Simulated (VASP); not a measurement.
Runs of VASP 6.6.1 on Zn. The structure is that of space group Pm-3m (No. 221), or close to it. The cells are those of the table. 

```tsv
task	cell	k mesh	cutoff (eV)	gap on the mesh (eV)	pressure (GPa)
relaxation of cell and atoms	relaxed from a = 2.542 Å, 1 atom	12 × 12 × 12	500	none	0.0
single point	a = 2.523 Å, 1 atom	12 × 12 × 12	500	none	0.6
single point	a = 2.620 Å, 1 atom	14 × 14 × 14	520	none	(b)
single point	a = 2.588 Å, 1 atom	14 × 14 × 14	520	none	-3.9
single point	a = 2.453 Å, 1 atom	14 × 14 × 14	520	none	8.1
single point	a = 2.556 Å, 1 atom	14 × 14 × 14	520	none	-2.0
single point	a = 2.523 Å, 1 atom	14 × 14 × 14	520	none	0.7
single point	a = 2.488 Å, 1 atom	14 × 14 × 14	520	none	(a)
```

Alike in all rows: level LDA; potentials or basis VASP PAW LDA potentials, release 64 (Zn); no spin polarisation; smearing fermi-dirac 0.1 eV.

Task: Fill in the values left out.

Result: (a) 4.1; (b) -5.5.

A gap of «none» marks levels without a gap at the run's occupations.
